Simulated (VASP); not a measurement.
# CdS (Fm-3m) in VASP: single point with HSE06

Aim: the single point of CdS with HSE06.

All numbers are computed with VASP 6.6.1; they aren't measurements. Logs are shortened: lines on timing, memory, paths and dates and some standing lists are left out, and cuts for length are marked.

## (1) The cell of the first run

Symmetry: Fm-3m, No. 225, cubic system. The conventional cell has a = 5.397 Å, b = 5.397 Å, c = 5.397 Å, α = 90.00°, β = 90.00°, γ = 90.00°. Cd (site symmetry m-3m) has 6 S at 2.70 Å within 3.6 Å. S (site symmetry m-3m) has 6 Cd at 2.70 Å within 3.6 Å.

## (2) Single point, HSE06

Input file POSCAR:

```
CdS
1.0
    0.0000000000      2.6986991524      2.6986991524
    2.6986991524      0.0000000000      2.6986991524
    2.6986991524      2.6986991524      0.0000000000
Cd S
1 1
Direct
    0.0000000000      0.0000000000      0.0000000000
    0.5000000000      0.5000000000      0.5000000000
```

Input file INCAR.step1:

```
SYSTEM = CdS
PREC = Accurate
ENCUT = 400
EDIFF = 1E-5
ISMEAR = 0
SIGMA = 0.01
LREAL = .False.
LASPH = .True.
NELM = 120
ALGO = Normal
ISIF = 2
LWAVE = .True.
GGA = PE
NBANDS = 16
GGA_COMPAT = .False.
```

Input file INCAR.step2:

```
SYSTEM = CdS
PREC = Accurate
ENCUT = 400
EDIFF = 1E-6
ISMEAR = 0
SIGMA = 0.01
LREAL = .False.
LASPH = .True.
NELM = 120
ALGO = Normal
ISIF = 2
LWAVE = .False.
LCHARG = .True.
GGA = PE
LHFCALC = .True.
HFSCREEN = 0.2079
PRECFOCK = Normal
LELF = .True.
LVHAR = .True.
ISTART = 1
NBANDS = 16
GGA_COMPAT = .False.
```

Input file KPOINTS:

```
Automatic mesh
0
Gamma
  6 6 6
  0 0 0
```

Potentials or basis: VASP PAW PBE potentials, release 64 (Cd, S).

On the command line:

```
$ cat potpaw_PBE.64/Cd/POTCAR potpaw_PBE.64/S/POTCAR > POTCAR
$ cp INCAR.step1 INCAR
$ mpirun -np 1 vasp_std > vasp.out
$ cp INCAR.step2 INCAR
$ mpirun -np 1 vasp_std > vasp.out
```

OUTCAR:

```text
SYSTEM = CdS
   PREC = Accurate
   ENCUT = 400
   EDIFF = 1E-6
   ISMEAR = 0
   LREAL = .False.
   LASPH = .True.
   NELM = 120
   ISIF = 2
   GGA = PE
   LHFCALC = .True.
   HFSCREEN = 0.2079
   PRECFOCK = Normal
   ISTART = 1

 ion  position               nearest neighbor table
   1  0.000  0.000  0.000-   2 2.70   2 2.70   2 2.70   2 2.70   2 2.70   2 2.70
   2  0.500  0.500  0.500-   1 2.70   1 2.70   1 2.70   1 2.70   1 2.70   1 2.70

  LATTYP: Found a face centered cubic cell.
 ALAT       =     5.3973983048

  Lattice vectors:

 A1 = (   0.0000000000,   2.6986991524,   2.6986991524)
 A2 = (   2.6986991524,   0.0000000000,   2.6986991524)
 A3 = (   2.6986991524,   2.6986991524,   0.0000000000)

Analysis of symmetry for initial positions (statically):
=====================================================================
 Subroutine PRICEL returns:
 Original cell was already a primitive cell.

 Routine SETGRP: Setting up the symmetry group for a
 face centered cubic supercell.

 Subroutine GETGRP returns: Found 48 space group operations
 (whereof 48 operations were pure point group operations)
 out of a pool of 48 trial point group operations.

The static configuration has the point symmetry O_h .

Analysis of symmetry for dynamics (positions and initial velocities):
=====================================================================
 Subroutine PRICEL returns:
 Original cell was already a primitive cell.

 Routine SETGRP: Setting up the symmetry group for a
 face centered cubic supercell.

 Subroutine GETGRP returns: Found 48 space group operations
 (whereof 48 operations were pure point group operations)
 out of a pool of 48 trial point group operations.

The dynamic configuration has the point symmetry O_h .

 Subroutine INISYM returns: Found 48 space group operations
 (whereof 48 operations are pure point group operations),
 and found     1 'primitive' translations

----------------------------------------------------------------------------------------

                                     Primitive cell

  volume of cell :      39.3091

  direct lattice vectors                    reciprocal lattice vectors
     0.000000000  2.698699152  2.698699152    -0.185274450  0.185274450  0.185274450
     2.698699152  0.000000000  2.698699152     0.185274450 -0.185274450  0.185274450
     2.698699152  2.698699152  0.000000000     0.185274450  0.185274450 -0.185274450

  length of vectors
     3.816536942  3.816536942  3.816536942     0.320904760  0.320904760  0.320904760

  position of ions in fractional coordinates (direct lattice)
     0.000000000  0.000000000  0.000000000
     0.500000000  0.500000000  0.500000000

  ion indices of the primitive-cell ions
   primitive index   ion index
                 1           1
                 2           2

----------------------------------------------------------------------------------------

 KPOINTS: Automatic mesh

Automatic generation of k-mesh.
 Grid dimensions read from file:
 generate k-points for:    6    6    6

 Generating k-lattice:

  Cartesian coordinates                     Fractional coordinates (reciprocal lattice)
    -0.030879075  0.030879075  0.030879075     0.166666667  0.000000000  0.000000000
     0.030879075 -0.030879075  0.030879075     0.000000000  0.166666667  0.000000000
     0.030879075  0.030879075 -0.030879075     0.000000000  0.000000000  0.166666667

  Length of vectors
     0.053484127  0.053484127  0.053484127

  Shift w.r.t. Gamma in fractional coordinates (k-lattice)
     0.000000000  0.000000000  0.000000000

 Subroutine IBZKPT returns following result:
 ===========================================

 Found     16 irreducible k-points:

 Following reciprocal coordinates:
            Coordinates               Weight
  0.000000  0.000000  0.000000      1.000000
  0.166667  0.000000  0.000000      8.000000
  0.333333  0.000000  0.000000      8.000000
  0.500000  0.000000  0.000000      4.000000
  0.166667  0.166667  0.000000      6.000000
  0.333333  0.166667  0.000000     24.000000
[... 8 lines left out ...]
 -0.333333  0.333333  0.166667     24.000000
 -0.333333  0.500000  0.166667     12.000000
   k-points           NKPTS =     16   k-points in BZ     NKDIM =    216   number of bands    NBANDS=     16
   number of dos      NEDOS =    301   number of ions     NIONS =      2
   total plane-waves  NPLWV =  21952
   dimension x,y,z NGX =    28 NGY =   28 NGZ =   28
   dimension x,y,z NGXF=    56 NGYF=   56 NGZF=   56
   ions per type =               1   1
   NGX,Y,Z   is equivalent  to a cutoff of  12.20, 12.20, 12.20 a.u.
   NGXF,Y,Z  is equivalent  to a cutoff of  24.39, 24.39, 24.39 a.u.
 SYSTEM =  CdS
   PREC   = accura    normal or accurate (medium, high low for compatibility)
   ISTART =      1    job   : 0-new  1-cont  2-samecut
   ICHARG =      0    charge: 1-file 2-atom 10-const
   ISPIN  =      1    spin polarized calculation?
   LNONCOLLINEAR =      F non collinear calculations
   LSORBIT =      F    spin-orbit coupling
   LASPH  =      T    aspherical Exc in radial PAW
   ENCUT  =  400.0 eV  29.40 Ry    5.42 a.u.   6.22  6.22  6.22*2*pi/ulx,y,z
   NELM   =    120;   NELMIN=  2; NELMDL=  0     # of ELM steps
   EDIFF  = 0.1E-05   stopping-criterion for ELM
   LREAL  =      F    real-space projection
   EDIFFG = 0.1E-04   stopping-criterion for IOM
   NSW    =      0    number of steps for IOM
   IBRION =     -1    ionic relax: 0-MD 1-quasi-New 2-CG
   NFREE  =      0    steps in history (QN), initial steepest desc. (CG)
   ISIF   =      2    stress and relaxation
   ISYM   =      3    0-nonsym 1-usesym 2-fastsym
   POTIM  = 0.5000    time-step for ionic-motion
   TEBEG  =    0.0;   TEEND  =   0.0 temperature during run
   PSTRESS=    0.0 pullay stress
   NELECT =      18.0000    total number of electrons
   NUPDOWN=      -1.0000    fix difference up-down
   EMIN   =  10.00;   EMAX   =-10.00  energy-range for DOS
   EFERMI =   0.00;   METHOD = LEGACY
   ISMEAR =     0;   SIGMA  =   0.01  broadening in eV -4-tet -1-fermi 0-gaus
   EFERMI_NEDOS =   21; number of points for ismear=-14 and -15
   IALGO  =     38    algorithm
   IMIX   =      1    mixing-type and parameters
     AMIX     =   0.40;   BMIX     =  1.00
     AMIX_MAG =   1.60;   BMIX_MAG =  1.00
  volume/ion in A,a.u.               =      19.65       132.64
  Fermi-wavevector in a.u.,A,eV,Ry     =   1.261831  2.384515 21.663434  1.592217
  Thomas-Fermi vector in A             =   2.395270
   LORBIT       =      0    0 simple, 1 ext, 2 COOP (PROOUT), +10 PAW based schemes
   GGA     = PE    functional components
   LHFCALC =     T    Hartree Fock is set to
   PRECFOCK=normal    Normal, Fast or Accurate (Low or Medium for compatibility)
   ENCUT4O =  -1.0   cutoff for four orbital integrals eV
   NKREDX  =     1    reduce k-point grid by
   NKREDY  =     1    reduce k-point grid by
   NKREDZ  =     1    reduce k-point grid by
   AEXX    =    0.2500 exact exchange contribution
   HFSCREEN=    0.2079 screening length (either q_TF or 0.3 A-1)
   HFSCREENC=   0.2079 screening length for correlation (either q_TF or 0.3 A-1)
   ENCUTFOCK=  -1.0 apply spherical cutoff to Coloumb kernel
   IVDW    =     0    specifies the selected vdW correction
   LEPSILON=     F    determine dielectric tensor
   LRPA    =     F    only Hartree local field effects (RPA)
 non-spin polarized calculation
 Gauss-broadening in eV      SIGMA  =   0.01
  energy-cutoff  :      400.00
  volume of cell :       39.31
 maximum number of plane-waves:       725
 NGX is ok and might be reduce to    28
  NGX = 20; NGY = 20; NGZ = 20

 number of electron      18.0000008 magnetization

 Free energy of the ion-electron system (eV)
  ---------------------------------------------------
  ext. energy  EPLUGINS =         0.00000000
  ---------------------------------------------------
  free energy    TOTEN  =        -7.33163856 eV

  energy without entropy =       -7.33163856  energy(sigma->0) =       -7.33163856

 E-fermi :   2.7840     XC(G=0):  -8.7468

 val. band max:        2.6827039291   @ k =   0.5000   0.0000   0.0000
 cond. band min:       3.9085436964   @ k =   0.5000   0.5000   0.0000
 fundamental gap:      1.2258397673
 Fermi energy:         2.7839931181

 k-point     1 :       0.0000    0.0000    0.0000
  band No.  band energies     occupation
      1     -11.6739      2.00000
      2      -6.2237      2.00000
      3      -6.2237      2.00000
      4      -6.1954      2.00000
      5      -6.1954      2.00000
      6      -6.1954      2.00000
[... 8 lines left out ...]
     15      15.9598      0.00000
     16      15.9598      0.00000

 k-point     2 :       0.1667    0.0000    0.0000
  band No.  band energies     occupation
      1     -11.3990      2.00000
      2      -6.3105      2.00000
      3      -6.3105      2.00000
      4      -6.2253      2.00000
      5      -6.1426      2.00000
      6      -6.1426      2.00000
[... 8 lines left out ...]
     15      14.3654      0.00000
     16      15.2162      0.00000

 k-point     3 :       0.3333    0.0000    0.0000
  band No.  band energies     occupation
      1     -10.7391      2.00000
      2      -6.4822      2.00000
      3      -6.4822      2.00000
      4      -6.3433      2.00000
      5      -6.0291      2.00000
      6      -6.0291      2.00000
[... 8 lines left out ...]
     15      15.7537      0.00000
     16      15.7537      0.00000

 k-point     4 :       0.5000    0.0000    0.0000
  band No.  band energies     occupation
      1     -10.3191      2.00000
      2      -6.5644      2.00000
      3      -6.5644      2.00000
      4      -6.4680      2.00000
      5      -5.9711      2.00000
      6      -5.9711      2.00000
[... 8 lines left out ...]
     15      17.2268      0.00000
     16      17.2268      0.00000
[... 172 lines left out ...]
 k-point    14 :       0.5000    0.3333    0.1667
  band No.  band energies     occupation
      1     -10.5777      2.00000
      2      -6.3682      2.00000
      3      -6.2697      2.00000
      4      -6.2460      2.00000
      5      -5.9873      2.00000
      6      -5.8339      2.00000
[... 8 lines left out ...]
     15      18.3801      0.00000
     16      19.7222      0.00000

 k-point    15 :      -0.3333    0.3333    0.1667
  band No.  band energies     occupation
      1     -10.4278      2.00000
      2      -6.4310      2.00000
      3      -6.2335      2.00000
      4      -6.1981      2.00000
      5      -5.9361      2.00000
      6      -5.6076      2.00000
[... 8 lines left out ...]
     15      17.2463      0.00000
     16      19.1584      0.00000

 k-point    16 :      -0.3333    0.5000    0.1667
  band No.  band energies     occupation
      1     -10.5111      2.00000
      2      -6.3010      2.00000
      3      -6.2909      2.00000
      4      -6.0642      2.00000
      5      -5.8956      2.00000
      6      -5.2224      2.00000
[... 8 lines left out ...]
     15      18.2512      0.00000
     16      18.9854      0.00000

------------------------ aborting loop because EDIFF is reached ----------------------------------------

  FORCE on cell =-STRESS in cart. coord.  units (eV):
  Direction    XX          YY          ZZ          XY          YZ          ZX
  --------------------------------------------------------------------------------------
  -------------------------------------------------------------------------------------
  Total        0.6262443      0.6262443      0.6262443     -0.0000000     -0.0000000      0.0000000
  in kB       25.5247163     25.5247163     25.5247163     -0.0000000     -0.0000000      0.0000000
  external PRESSURE =      25.5247163 kB  Pullay stress =       0.0000000 kB

 VOLUME and BASIS-vectors are now :
 -----------------------------------------------------------------------------
  energy-cutoff  :      400.00
  volume of cell :       39.31
      direct lattice vectors                 reciprocal lattice vectors
     0.000000000  2.698699152  2.698699152    -0.185274450  0.185274450  0.185274450
     2.698699152  0.000000000  2.698699152     0.185274450 -0.185274450  0.185274450
     2.698699152  2.698699152  0.000000000     0.185274450  0.185274450 -0.185274450

 POSITION                                       TOTAL-FORCE (eV/Angst)
 -----------------------------------------------------------------------------------
      0.00000      0.00000      0.00000         0.000000      0.000000      0.000000
      2.69870      2.69870      2.69870        -0.000000     -0.000000     -0.000000
 -----------------------------------------------------------------------------------
    total drift:                                0.000891      0.000777      0.000713

  FREE ENERGIE OF THE ION-ELECTRON SYSTEM (eV)
  ---------------------------------------------------
  free  energy   TOTEN  =        -7.3316385630 eV

  energy  without entropy=       -7.3316385630  energy(sigma->0) =       -7.33163856
```

Run time: 34 min. Hardware: 1 thread of Intel Xeon Platinum 8488C (Sapphire Rapids), shared host; peak memory 0.27 GiB.

Results:

```yaml
Free_energy: -7.3316 eV
Pressure: 2.6 GPa
Band_gap_on_the_k_mesh: 1.23 eV (least direct gap 2.98 eV)
```

Levels at points of the mesh, in eV from the valence-band top:
```
           k point  band 5  band 6  band 7  band 8  band 9  band 10  band 11  band 12  band 13  band 14
(0.00, 0.00, 0.00)   -8.88   -8.88   -0.83   -0.83   -0.83     2.15    10.39    10.39    10.39    12.38
(0.50, 0.00, 0.00)   -8.65   -8.65   -5.47    0.00    0.00     4.42     7.00     7.00     8.77    13.70
(0.50, 0.50, 0.00)   -8.58   -7.72   -4.88   -2.45   -2.45     1.23     6.88    11.60    13.17    13.17
```

Caveat: the PAW data sets were made with another functional, which shifts forces and pressure a little.
